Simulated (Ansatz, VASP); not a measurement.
# ZnSnN2 in VASP and in Ansatz

```
Zn Sn N
1.0
     4.53600    0.00000    0.00000
    -2.26800    3.92829    0.00000
     0.00000    0.00000   10.00235
Zn Sn N
1 1 2
Direct
  0.00000 0.00000 0.00000
  0.66667 0.33333 0.00000
  0.00000 0.00000 0.55511
  0.00000 0.00000 0.44489
```

Alike in both runs: functional PBE; k mesh 12 × 12 × 6; occupations gaussian, width 0.1 eV; no spin polarisation.

Ansatz relaxed the structure, and its values are those at the end. VASP's run is a single point on that final structure, the one shown.

|  | VASP | Ansatz |
| --- | --- | --- |
| version | VASP 6.6.1 | Ansatz 0.2.0 |
| potentials or method | VASP PAW PBE potentials, release 64 (Zn, Sn_d, N), cutoff 520 eV | scalar-relativistic, plane waves, PAW |
| valence electrons in the cell | 36 | 36 |

```csv
,VASP,Ansatz,Ansatz less VASP
gap on the k mesh at the Fermi level (eV),none,none,-
pressure (GPa),0.5,0.0,-0.53
rms of the force components (eV/Å),0.711,0.003,-0.7083
```

A gap of «none» marks a metal or a gap that the smearing closes. One of these differences is far larger than is usual between the two programs; its cause wasn't traced. Ansatz's warnings: xc potential rough in thin density.

Noted on VASP's run: the standard files for N, O and F lose accuracy on very short bonds.
